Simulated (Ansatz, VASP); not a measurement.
**NaI: VASP beside Ansatz**

```xyz
2
Lattice="0.0000 3.1393 3.1879 3.1393 0.0000 3.1879 3.1393 3.1393 0.0000" Properties=species:S:1:pos:R:3 pbc="T T T"
Na    0.0000    0.0000    0.0000
I     3.1393    3.1393    3.1879
```

Change from the starting cell: strain -0.030 along x and y, -0.015 along z, atoms carried along.

Alike in both runs: task single point; functional PBE; k mesh 6 × 6 × 6; occupations gaussian, width 0.05 eV; no spin polarisation.

```csv
,VASP,Ansatz
version,VASP 6.6.1,Ansatz 0.2.0
potentials or method,"VASP PAW PBE potentials, release 64 (Na_pv, I), cutoff 520 eV","scalar-relativistic, plane waves, PAW"
valence electrons in the cell,14,26
```

|  | VASP | Ansatz | Ansatz less VASP |
| --- | --- | --- | --- |
| gap on the k mesh at the Fermi level (eV) | 3.85 | 3.85 | +0.004 |
| least direct gap on the mesh (eV) | 3.85 | 3.85 | +0.004 |
| pressure (GPa) | 2.0 | 2.0 | -0.03 |
| traceless stress, the component that is largest in VASP (GPa) | -0.39 | -0.38 | +0.002 |

VASP's potentials hold 14 valence electrons a cell and Ansatz's 26, so a difference there can come from the potentials and not from the codes.

Spin-orbit coupling is off throughout.
